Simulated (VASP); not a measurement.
# Li2ZnSn in VASP: further runs

Runs on Li2ZnSn. Level: LDA. Tasks: single point.

Everything below comes from runs of VASP 6.6.1. Logs are shortened: lines on timing, memory, paths and dates and some standing lists are left out, and cuts for length are marked.

## Step 1: The cell of the first run

The cell holds an amorphous packing of atoms, 8 atoms: a = 5.815 Å, b = 5.638 Å, c = 4.818 Å, α = 105.08°, β = 98.38°, γ = 91.77°.

## Step 2: Single point, LDA

Input file INCAR:

```
ALGO = Normal ; EDIFF = 1E-6
ENCUT = 520 ; ISIF = 2
ISMEAR = 0 ; LASPH = T
LCHARG = T ; LELF = T
LREAL = F ; LVHAR = T
LWAVE = F ; NBANDS = 42
NELM = 60 ; PREC = Accurate
SIGMA = 0.1
```

Input file KPOINTS:

```
k-points
0
Gamma
  3 3 3
```

Input file POSCAR:

```
Li2ZnSn
1.0
    5.7535360000      0.2428500000     -0.8103210000
   -0.4191730000      5.6219050000     -0.0439580000
   -0.0016510000     -1.2202940000      4.6604990000
Li Sn Zn
4 2 2
Direct
    0.1657977720      0.5355631561      0.7951757315
    0.5273271520      0.4247017175      0.5416474294
    0.0501047844      0.6994268134      0.3239522984
    0.7631823356      0.8298145601      0.9147086314
    0.3431415816      0.0613069781      0.7729939995
    0.8643771423      0.1120159402      0.5765888904
    0.1345654890      0.2329038536      0.2291813021
    0.4485788558      0.8913744862      0.2419614094
```

Potentials or basis: VASP PAW LDA potentials, release 64 (Li_sv, Sn_d, Zn).

Command:

```sh
> cat potpaw_LDA.64/Li_sv/POTCAR potpaw_LDA.64/Sn_d/POTCAR potpaw_LDA.64/Zn/POTCAR > POTCAR
> mpirun -np 1 vasp_std > vasp.out
```

OUTCAR:

```text
EDIFF = 1E-6
   ENCUT = 520
   ISIF = 2
   ISMEAR = 0
   LASPH = T
   LREAL = F
   NELM = 60
   PREC = Accurate

 ion  position               nearest neighbor table
   1  0.166  0.536  0.795-   2 2.60   6 2.79   7 2.79   8 2.81   5 2.88   5 3.14
   2  0.527  0.425  0.542-   7 2.58   1 2.60   6 2.69   5 2.83
   3  0.050  0.699  0.324-   7 2.62   8 2.65   6 2.67   5 2.86
   4  0.763  0.830  0.915-   8 2.56   6 2.66   5 2.88   6 3.13
   5  0.343  0.061  0.773-   7 2.64   8 2.66   8 2.68   2 2.83   6 2.85   3 2.86   1 2.88   4 2.88
                             7 3.12   1 3.14   6 3.33
   6  0.864  0.112  0.577-   7 2.65   4 2.66   3 2.67   2 2.69   8 2.76   1 2.79   5 2.85   4 3.13
                             7 3.19   5 3.33
   7  0.135  0.233  0.229-   2 2.58   3 2.62   5 2.64   6 2.65   8 2.70   1 2.79   5 3.12   6 3.19

   8  0.449  0.891  0.242-   4 2.56   3 2.65   5 2.66   5 2.68   7 2.70   6 2.76   1 2.81

  LATTYP: Found a triclinic cell.
 ALAT       =     6.9902395136
 B/A-ratio  =     1.4074739678
 C/A-ratio  =     1.9027119448
 COS(alpha) =     0.0260798573
 COS(beta)  =     0.5575777680
 COS(gamma) =     0.8279117189

  Lattice vectors:

 A1 = (  -5.7518850000,   0.9774440000,  -3.8501780000)
 A2 = (  -6.1710580000,   6.5993490000,  -3.8941360000)
 A3 = (  -4.9118880000,  -9.0460720000,  -8.4227610000)

Analysis of symmetry for initial positions (statically):
=====================================================================
 Subroutine PRICEL returns:
 Original cell was already a primitive cell.

 Routine SETGRP: Setting up the symmetry group for a
 triclinic supercell.

 Subroutine GETGRP returns: Found  1 space group operations
 (whereof  1 operations were pure point group operations)
 out of a pool of  2 trial point group operations.

The static configuration has the point symmetry C_1 .

Analysis of symmetry for dynamics (positions and initial velocities):
=====================================================================
 Subroutine PRICEL returns:
 Original cell was already a primitive cell.

 Routine SETGRP: Setting up the symmetry group for a
 triclinic supercell.

 Subroutine GETGRP returns: Found  1 space group operations
 (whereof  1 operations were pure point group operations)
 out of a pool of  2 trial point group operations.

The dynamic configuration has the point symmetry C_1 .

 Subroutine INISYM returns: Found  1 space group operations
 (whereof  1 operations are pure point group operations),
 and found     1 'primitive' translations
[... 101 lines left out ...]
   NFREE  =      0    steps in history (QN), initial steepest desc. (CG)
   ISIF   =      2    stress and relaxation
   ISYM   =      2    0-nonsym 1-usesym 2-fastsym
   POTIM  = 0.5000    time-step for ionic-motion
   TEBEG  =    0.0;   TEEND  =   0.0 temperature during run
   PSTRESS=    0.0 pullay stress
   NELECT =      64.0000    total number of electrons
   NUPDOWN=      -1.0000    fix difference up-down
   EMIN   =  10.00;   EMAX   =-10.00  energy-range for DOS
   EFERMI =   0.00;   METHOD = LEGACY
   ISMEAR =     0;   SIGMA  =   0.10  broadening in eV -4-tet -1-fermi 0-gaus
   EFERMI_NEDOS =   21; number of points for ismear=-14 and -15
   IALGO  =     38    algorithm
   IMIX   =      4    mixing-type and parameters
     AMIX     =   0.40;   BMIX     =  1.00
     AMIX_MAG =   1.60;   BMIX_MAG =  1.00
  volume/ion in A,a.u.               =      18.81       126.95
  Fermi-wavevector in a.u.,A,eV,Ry     =   1.231112  2.326464 20.621482  1.515636
  Thomas-Fermi vector in A             =   2.365934
   LORBIT       =      0    0 simple, 1 ext, 2 COOP (PROOUT), +10 PAW based schemes
   GGA     = CA    functional components
   LHFCALC =     F    Hartree Fock is set to
   AEXX    =    0.0000 exact exchange contribution
   IVDW    =     0    specifies the selected vdW correction
   LEPSILON=     F    determine dielectric tensor
   LRPA    =     F    only Hartree local field effects (RPA)
 non-spin polarized calculation
 Gauss-broadening in eV      SIGMA  =   0.10
  energy-cutoff  :      520.00
  volume of cell :      150.49
 maximum number of plane-waves:      4064
 NGX is ok and might be reduce to    48
   NGX = 21   NGY = 21   NGZ = 17

 number of electron      64.0000012 magnetization

 Free energy of the ion-electron system (eV)
  ---------------------------------------------------
  ext. energy  EPLUGINS =         0.00000000
  ---------------------------------------------------
  free energy    TOTEN  =       -21.07345795 eV

  energy without entropy =      -21.05182753  energy(sigma->0) =      -21.06264274

 E-fermi :   3.9495     XC(G=0):  -9.4599

 val. band max:        3.9309885465   @ k =  -0.3333   0.3333  -0.0000
 cond. band min:       4.0494342522   @ k =   0.0000   0.3333  -0.0000
 fundamental gap:      0.1184457057
 Fermi energy:         3.9495458199

 k-point     1 :       0.0000    0.0000    0.0000
  band No.  band energies     occupation
      1     -41.9322      2.00000
      2     -41.9185      2.00000
      3     -41.7769      2.00000
      4     -41.6453      2.00000
      5     -17.4872      2.00000
      6     -17.3813      2.00000
[... 619 lines left out ...]
     41      10.1384      0.00000
     42      10.4674      0.00000

------------------------ aborting loop because EDIFF is reached ----------------------------------------

  FORCE on cell =-STRESS in cart. coord.  units (eV):
  Direction    XX          YY          ZZ          XY          YZ          ZX
  --------------------------------------------------------------------------------------
  -------------------------------------------------------------------------------------
  Total        5.6173822     -1.4597622      2.0749535      0.2672045      0.0918334     -3.0311141
  in kB       59.8043164    -15.5410614     22.0905701      2.8447387      0.9776857    -32.2701391
  external PRESSURE =      22.1179417 kB  Pullay stress =       0.0000000 kB

 VOLUME and BASIS-vectors are now :
 -----------------------------------------------------------------------------
  energy-cutoff  :      520.00
  volume of cell :      150.49
      direct lattice vectors                 reciprocal lattice vectors
     5.753536000  0.242850000 -0.810321000     0.173745612  0.012981648  0.003460634
    -0.419173000  5.621905000 -0.043958000    -0.000950036  0.178169582  0.046651164
    -0.001651000 -1.220294000  4.660499000     0.030200190  0.003937621  0.215611014

 POSITION                                       TOTAL-FORCE (eV/Angst)
 -----------------------------------------------------------------------------------
      0.72812      2.08080      3.54802         0.120831     -0.044296      0.189506
      2.85508      1.85472      2.07837         0.137096      0.280869     -0.433627
     -0.00544      3.54896      1.43843        -0.071740     -0.154748      0.161418
      4.04165      3.73426      3.60810         0.003643      0.154315      0.178202
      1.94730     -0.51529      3.32179         0.698109     -0.028171     -0.272566
      4.92532      0.13605      1.98185        -0.723517      0.229381     -0.077217
      0.67622      1.06237      0.94882        -0.137893     -0.126056      0.075198
      2.20687      4.82490      0.72498        -0.026529     -0.311295      0.179084
 -----------------------------------------------------------------------------------
    total drift:                               -0.000208     -0.000806      0.000059

  FREE ENERGIE OF THE ION-ELECTRON SYSTEM (eV)
  ---------------------------------------------------
  free  energy   TOTEN  =       -21.0734579467 eV

  energy  without entropy=      -21.0518275323  energy(sigma->0) =      -21.06264274
```

OSZICAR:

```text
N       E                     dE             d eps       ncg     rms          rms(c)
DAV:   1     0.550300011519E+03    0.55030E+03   -0.30138E+04  1186   0.205E+03
DAV:   2     0.631608079083E+02   -0.48714E+03   -0.47130E+03  1176   0.529E+02
DAV:   3    -0.102306673678E+02   -0.73391E+02   -0.71830E+02  1440   0.176E+02
DAV:   4    -0.208273496631E+02   -0.10597E+02   -0.10332E+02  2096   0.488E+01
DAV:   5    -0.218852505974E+02   -0.10579E+01   -0.10565E+01  1728   0.139E+01    0.548E+00
DAV:   6    -0.211729136619E+02    0.71234E+00   -0.37210E+00  1560   0.265E+01    0.376E+00
DAV:   7    -0.211004645919E+02    0.72449E-01   -0.60648E-01  1440   0.780E+00    0.160E+00
DAV:   8    -0.210751868276E+02    0.25278E-01   -0.88534E-02  1616   0.311E+00    0.444E-01
DAV:   9    -0.210735777792E+02    0.16090E-02   -0.14387E-02  1584   0.208E+00    0.173E-01
DAV:  10    -0.210733903829E+02    0.18740E-03   -0.34444E-03  1632   0.804E-01    0.545E-02
DAV:  11    -0.210734510756E+02   -0.60693E-04   -0.10555E-03  1440   0.246E-01    0.308E-02
DAV:  12    -0.210734557652E+02   -0.46896E-05   -0.12294E-04  1896   0.120E-01    0.111E-02
DAV:  13    -0.210734576915E+02   -0.19263E-05   -0.20566E-05  1256   0.470E-02    0.369E-03
DAV:  14    -0.210734579467E+02   -0.25527E-06   -0.24051E-06  1032   0.163E-02
   1 F= -.21073458E+02 E0= -.21062643E+02  d E =-.216304E-01
```

It took 34 s on 1 thread of Intel Xeon 6975P-C (Granite Rapids), shared host; peak memory 0.25 GiB.

Results:

| Property | Result |
| --- | --- |
| Free energy | -21.0735 eV |
| Largest force | 0.763 eV/Å |
| Band gap on the k mesh | zero (band 32 reaches 4.09 eV, above the bottom of band 33 at 3.66 eV) |

Forces in eV/Å, atoms in the order of the input:
```
Li   0.121 -0.044  0.190
Li   0.137  0.281 -0.434
Li  -0.072 -0.155  0.161
Li   0.004  0.154  0.178
Sn   0.698 -0.028 -0.273
Sn  -0.724  0.229 -0.077
Zn  -0.138 -0.126  0.075
Zn  -0.027 -0.311  0.179
```

Levels at points of the mesh, in eV from the Fermi level:
| k point | band 29 | band 30 | band 31 | band 32 | band 33 | band 34 | band 35 | band 36 |
| --- | --- | --- | --- | --- | --- | --- | --- | --- |
| (0.00, 0.00, 0.00) | -2.69 | -2.09 | -1.39 | 0.14 | 0.31 | 0.70 | 1.33 | 1.80 |

Caveat: the k points lie up to 0.46 Å⁻¹ apart; the cutoff is under 1.25 times the usual one of these potentials, so pressure, stress and relaxed cells hold a basis-set (Pulay) error; spin-orbit coupling is left out, which moves the levels of the heavy elements.

(Part 1 of 2 ends here.)
